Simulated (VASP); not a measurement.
# Y (I4/mmm) in VASP: further runs

The runs below take Y through single point, with r2SCAN.

All numbers are computed with VASP 6.6.1; they aren't measurements. Logs are shortened: lines on timing, memory, paths and dates and some standing lists are left out, and cuts for length are marked.

**1. The cell of the first run**

Symmetry: I4/mmm, No. 139, tetragonal system. Conventional cell: a = 3.655 Å, b = 3.655 Å, c = 4.771 Å, α = 90.00°, β = 90.00°, γ = 90.00°. Y (site symmetry 4/mmm) has 14 Y at 3.52 to 4.77 Å within 4.8 Å.

**2. Single point, r2SCAN (strain +0.040 along x and y, -0.040 along z)**

Input file POSCAR:

```
Y
1.0
    0.0000000000      2.5844000000      2.3856000000
    2.5844000000      0.0000000000      2.3856000000
    2.5844000000      2.5844000000      0.0000000000
Y
1
Direct
    0.0000000000      0.0000000000      0.0000000000
```

Input file INCAR.step1:

```
  PREC = Accurate
  ENCUT = 520
  ISMEAR = 0
  SIGMA = 0.15
  LREAL = False
  LASPH = True
  NELM = 100
  NBANDS = 12
  GGA = PE
  ALGO = Normal
  EDIFF = 1E-4
  LWAVE = True
  LCHARG = False
```

Input file INCAR.step2:

```
  PREC = Accurate
  ENCUT = 520
  EDIFF = 1E-6
  ISMEAR = 0
  SIGMA = 0.15
  LREAL = False
  LASPH = True
  NELM = 100
  ALGO = Normal
  ISIF = 2
  LWAVE = False
  LCHARG = True
  METAGGA = R2SCAN
  LMIXTAU = True
  LELF = True
  LVHAR = True
  NBANDS = 12
  ISTART = 1
```

Input file KPOINTS:

```
Automatic mesh
0
Gamma
  16 16 16
```

Potentials or basis: VASP PAW PBE potentials, release 64 (Y_sv).

On the command line:

```console
$ cat potpaw_PBE.64/Y_sv/POTCAR > POTCAR
$ cp INCAR.step1 INCAR
$ mpirun -np 1 vasp_std > vasp.out
$ cp INCAR.step2 INCAR
$ mpirun -np 1 vasp_std > vasp.out
```

OUTCAR:

```text
PREC = Accurate
   ENCUT = 520
   EDIFF = 1E-6
   ISMEAR = 0
   LREAL = False
   LASPH = True
   NELM = 100
   ISIF = 2
   METAGGA = R2SCAN
   ISTART = 1

 ion  position               nearest neighbor table
   1  0.000  0.000  0.000-

  LATTYP: Found a body centered tetragonal cell.
 ALAT       =     3.6548935306
 C/A-ratio  =     1.3054279037

  Lattice vectors:

 A1 = (   0.0000000000,  -2.5844000000,  -2.3856000000)
 A2 = (   0.0000000000,   2.5844000000,  -2.3856000000)
 A3 = (   2.5844000000,   0.0000000000,   2.3856000000)

Analysis of symmetry for initial positions (statically):
=====================================================================
 Subroutine PRICEL returns:
 Original cell was already a primitive cell.

 Routine SETGRP: Setting up the symmetry group for a
 body centered tetragonal supercell.

 Subroutine GETGRP returns: Found 16 space group operations
 (whereof 16 operations were pure point group operations)
 out of a pool of 16 trial point group operations.

The static configuration has the point symmetry D_4h.

Analysis of symmetry for dynamics (positions and initial velocities):
=====================================================================
 Subroutine PRICEL returns:
 Original cell was already a primitive cell.

 Routine SETGRP: Setting up the symmetry group for a
 body centered tetragonal supercell.

 Subroutine GETGRP returns: Found 16 space group operations
 (whereof 16 operations were pure point group operations)
 out of a pool of 16 trial point group operations.

The dynamic configuration has the point symmetry D_4h.

 Subroutine INISYM returns: Found 16 space group operations
 (whereof 16 operations are pure point group operations),
 and found     1 'primitive' translations

----------------------------------------------------------------------------------------

                                     Primitive cell

  volume of cell :      31.8674

  direct lattice vectors                    reciprocal lattice vectors
     0.000000000  2.584400000  2.385600000    -0.193468503  0.193468503  0.209590879
     2.584400000  0.000000000  2.385600000     0.193468503 -0.193468503  0.209590879
     2.584400000  2.584400000  0.000000000     0.193468503  0.193468503 -0.209590879

  length of vectors
     3.517131035  3.517131035  3.654893531     0.344657018  0.344657018  0.344657018

  position of ions in fractional coordinates (direct lattice)
     0.000000000  0.000000000  0.000000000

  ion indices of the primitive-cell ions
   primitive index   ion index
                 1           1

----------------------------------------------------------------------------------------

 KPOINTS: Automatic mesh

Automatic generation of k-mesh.
 Grid dimensions read from file:
 generate k-points for:   16   16   16

 Generating k-lattice:

  Cartesian coordinates                     Fractional coordinates (reciprocal lattice)
    -0.012091781  0.012091781  0.013099430     0.062500000  0.000000000  0.000000000
     0.012091781 -0.012091781  0.013099430     0.000000000  0.062500000  0.000000000
     0.012091781  0.012091781 -0.013099430     0.000000000  0.000000000  0.062500000

  Length of vectors
     0.021541064  0.021541064  0.021541064

  Shift w.r.t. Gamma in fractional coordinates (k-lattice)
     0.000000000  0.000000000  0.000000000

 Subroutine IBZKPT returns following result:
 ===========================================

 Found    349 irreducible k-points:

 Following reciprocal coordinates:
            Coordinates               Weight
  0.000000  0.000000  0.000000      1.000000
  0.062500  0.000000  0.000000      8.000000
  0.125000  0.000000  0.000000      8.000000
  0.187500  0.000000  0.000000      8.000000
  0.250000  0.000000  0.000000      8.000000
  0.312500  0.000000  0.000000      8.000000
[... 16 lines left out ...]
 -0.125000  0.062500  0.000000      8.000000
 -0.062500  0.062500  0.000000      4.000000
 [... further k-points ...]
   k-points           NKPTS =    349   k-points in BZ     NKDIM =    349   number of bands    NBANDS=     12
   number of dos      NEDOS =    301   number of ions     NIONS =      1
   total plane-waves  NPLWV =  21952
   dimension x,y,z NGX =    28 NGY =   28 NGZ =   28
   dimension x,y,z NGXF=    56 NGYF=   56 NGZF=   56
   ions per type =               1
   NGX,Y,Z   is equivalent  to a cutoff of  13.23, 13.23, 12.74 a.u.
   NGXF,Y,Z  is equivalent  to a cutoff of  26.47, 26.47, 25.47 a.u.
 SYSTEM =  unknown system
   PREC   = accura    normal or accurate (medium, high low for compatibility)
   ISTART =      1    job   : 0-new  1-cont  2-samecut
   ICHARG =      0    charge: 1-file 2-atom 10-const
   ISPIN  =      1    spin polarized calculation?
   LNONCOLLINEAR =      F non collinear calculations
   LSORBIT =      F    spin-orbit coupling
   LASPH  =      T    aspherical Exc in radial PAW
   ENCUT  =  520.0 eV  38.22 Ry    6.18 a.u.   6.54  6.54  6.80*2*pi/ulx,y,z
   NELM   =    100;   NELMIN=  2; NELMDL=  0     # of ELM steps
   EDIFF  = 0.1E-05   stopping-criterion for ELM
   LREAL  =      F    real-space projection
   EDIFFG = 0.1E-04   stopping-criterion for IOM
   NSW    =      0    number of steps for IOM
   IBRION =     -1    ionic relax: 0-MD 1-quasi-New 2-CG
   NFREE  =      0    steps in history (QN), initial steepest desc. (CG)
   ISIF   =      2    stress and relaxation
   ISYM   =      2    0-nonsym 1-usesym 2-fastsym
   POTIM  = 0.5000    time-step for ionic-motion
   TEBEG  =    0.0;   TEEND  =   0.0 temperature during run
   PSTRESS=    0.0 pullay stress
   NELECT =      11.0000    total number of electrons
   NUPDOWN=      -1.0000    fix difference up-down
   EMIN   =  10.00;   EMAX   =-10.00  energy-range for DOS
   EFERMI =   0.00;   METHOD = LEGACY
   ISMEAR =     0;   SIGMA  =   0.15  broadening in eV -4-tet -1-fermi 0-gaus
   EFERMI_NEDOS =   21; number of points for ismear=-14 and -15
   IALGO  =     38    algorithm
   IMIX   =      4    mixing-type and parameters
     AMIX     =   0.40;   BMIX     =  1.00
     AMIX_MAG =   1.60;   BMIX_MAG =  1.00
  volume/ion in A,a.u.               =      31.87       215.05
  Fermi-wavevector in a.u.,A,eV,Ry     =   1.148392  2.170146 17.943410  1.318803
  Thomas-Fermi vector in A             =   2.285067
   LORBIT       =      0    0 simple, 1 ext, 2 COOP (PROOUT), +10 PAW based schemes
   METAGGA = R2SCAN    functional components
   LHFCALC =     F    Hartree Fock is set to
   AEXX    =    0.0000 exact exchange contribution
   IVDW    =     0    specifies the selected vdW correction
   LEPSILON=     F    determine dielectric tensor
   LRPA    =     F    only Hartree local field effects (RPA)
 non-spin polarized calculation
 Gauss-broadening in eV      SIGMA  =   0.15
  energy-cutoff  :      520.00
  volume of cell :       31.87
 maximum number of plane-waves:       881
 NGX is ok and might be reduce to    28
   NGX = 13   NGY = 13   NGZ = 13

 number of electron      10.9999999 magnetization

 Free energy of the ion-electron system (eV)
  ---------------------------------------------------
  ext. energy  EPLUGINS =         0.00000000
  ---------------------------------------------------
  free energy    TOTEN  =       -20.21751471 eV

  energy without entropy =      -20.19965113  energy(sigma->0) =      -20.20858292

 E-fermi :   3.2551     XC(G=0): -10.2014

 val. band max:        3.2537361187   @ k =  -0.3750   0.1875   0.0000
 cond. band min:       3.2600649686   @ k =   0.3750   0.1875   0.0000
 fundamental gap:      0.0063288499
 Fermi energy:         3.2550867539

 k-point     1 :       0.0000    0.0000    0.0000
  band No.  band energies     occupation
      1     -40.8870      2.00000
      2     -19.9101      2.00000
      3     -19.9004      2.00000
      4     -19.9004      2.00000
      5      -1.7781      2.00000
      6       5.1610      0.00000
      7       5.1610      0.00000
      8       5.7408      0.00000
      9       7.0274      0.00000
     10       7.8652      0.00000
     11      12.6954      0.00000
     12      15.6775      0.00000

 k-point     2 :       0.0625    0.0000    0.0000
  band No.  band energies     occupation
      1     -40.8840      2.00000
      2     -19.9310      2.00000
      3     -19.9072      2.00000
      4     -19.9048      2.00000
      5      -1.6741      2.00000
      6       5.0965      0.00000
      7       5.2059      0.00000
      8       5.7216      0.00000
      9       6.9854      0.00000
     10       7.7915      0.00000
     11      12.9459      0.00000
     12      15.4965      0.00000

 k-point     3 :       0.1250    0.0000    0.0000
  band No.  band energies     occupation
      1     -40.8755      2.00000
      2     -20.0033      2.00000
      3     -19.9174      2.00000
      4     -19.9132      2.00000
      5      -1.3719      2.00000
      6       4.8444      0.00000
      7       5.3043      0.00000
      8       5.7664      0.00000
      9       6.9195      0.00000
     10       7.6211      0.00000
     11      13.5642      0.00000
     12      14.8740      0.00000

 k-point     4 :       0.1875    0.0000    0.0000
  band No.  band energies     occupation
      1     -40.8629      2.00000
      2     -20.1105      2.00000
      3     -19.9361      2.00000
      4     -19.9212      2.00000
      5      -0.9025      2.00000
      6       4.4593      0.00000
      7       5.3480      0.00000
      8       5.8799      0.00000
      9       6.9892      0.00000
     10       7.4845      0.00000
     11      13.6521      0.00000
     12      14.8137      0.00000

 k-point     5 :       0.2500    0.0000    0.0000
  band No.  band energies     occupation
      1     -40.8478      2.00000
      2     -20.2344      2.00000
      3     -19.9580      2.00000
      4     -19.9305      2.00000
      5      -0.3207      2.00000
      6       4.0795      0.00000
      7       5.2534      0.00000
      8       5.9209      0.00000
      9       7.3194      0.00000
     10       7.5425      0.00000
     11      12.9665      0.00000
     12      15.2936      0.00000
[... 228 lines left out ...]
      1     -40.8420      2.00000
      2     -20.2614      2.00000
      3     -19.9647      2.00000
      4     -19.9588      2.00000
      5      -0.0762      2.00000
      6       3.9889      0.00000
      7       5.3154      0.00000
      8       5.6866      0.00000
      9       7.0820      0.00000
     10       8.0013      0.00000
     11      13.1838      0.00000
     12      15.2460      0.00000

 k-point    22 :      -0.1875    0.0625    0.0000
  band No.  band energies     occupation
      1     -40.8570      2.00000
      2     -20.1396      2.00000
      3     -19.9544      2.00000
      4     -19.9368      2.00000
      5      -0.6707      2.00000
      6       4.3135      0.00000
      7       5.4608      0.00000
      8       5.8035      0.00000
      9       6.6889      0.00000
     10       7.7474      0.00000
     11      13.8444      0.00000
     12      15.0950      0.00000

 k-point    23 :      -0.1250    0.0625    0.0000
  band No.  band energies     occupation
      1     -40.8703      2.00000
      2     -20.0302      2.00000
      3     -19.9427      2.00000
      4     -19.9188      2.00000
      5      -1.1717      2.00000
      6       4.6464      0.00000
      7       5.4227      0.00000
      8       5.8541      0.00000
      9       6.6352      0.00000
     10       7.6837      0.00000
     11      13.9545      0.00000
     12      14.7960      0.00000

 k-point    24 :      -0.0625    0.0625    0.0000
  band No.  band energies     occupation
      1     -40.8797      2.00000
      2     -19.9536      2.00000
      3     -19.9289      2.00000
      4     -19.9075      2.00000
      5      -1.5181      2.00000
      6       4.9134      0.00000
      7       5.2856      0.00000
      8       5.8311      0.00000
      9       6.8041      0.00000
     10       7.7498      0.00000
     11      13.2909      0.00000
     12      15.1944      0.00000

 [... further k-points ...]

------------------------ aborting loop because EDIFF is reached ----------------------------------------

  FORCE on cell =-STRESS in cart. coord.  units (eV):
  Direction    XX          YY          ZZ          XY          YZ          ZX
  --------------------------------------------------------------------------------------
  -------------------------------------------------------------------------------------
  Total        0.2725495      0.2725495      0.5128914      0.0000000     -0.0000000      0.0000000
  in kB       13.7027864     13.7027864     25.7862940      0.0000000     -0.0000000      0.0000000
  external PRESSURE =      17.7306223 kB  Pullay stress =       0.0000000 kB

 VOLUME and BASIS-vectors are now :
 -----------------------------------------------------------------------------
  energy-cutoff  :      520.00
  volume of cell :       31.87
      direct lattice vectors                 reciprocal lattice vectors
     0.000000000  2.584400000  2.385600000    -0.193468503  0.193468503  0.209590879
     2.584400000  0.000000000  2.385600000     0.193468503 -0.193468503  0.209590879
     2.584400000  2.584400000  0.000000000     0.193468503  0.193468503 -0.209590879

 POSITION                                       TOTAL-FORCE (eV/Angst)
 -----------------------------------------------------------------------------------
      0.00000      0.00000      0.00000         0.000000      0.000000      0.000000
 -----------------------------------------------------------------------------------
    total drift:                               -0.000000     -0.000000     -0.000000

  FREE ENERGIE OF THE ION-ELECTRON SYSTEM (eV)
  ---------------------------------------------------
  free  energy   TOTEN  =       -20.2175147076 eV

  energy  without entropy=      -20.1996511279  energy(sigma->0) =      -20.20858292
```

Wall time 3.7 min (1 thread of Intel Xeon 6975P-C (Granite Rapids), shared host); peak memory 0.3 GiB.

Results:

- Free energy: -20.2175 eV
- Pressure: 1.8 GPa
- Band gap on the k mesh: zero (an odd number of electrons rules out a gap without spin polarisation)

Stress tensor (GPa, compression positive):
```
1.37 0.00 0.00
0.00 1.37 0.00
0.00 0.00 2.58
```

Caveat: the cell differs from its parent crystal (strain +0.040 along x and y, -0.040 along z); the PAW data sets were made with another functional, which shifts forces and pressure a little.

[end of part 1 of 2]
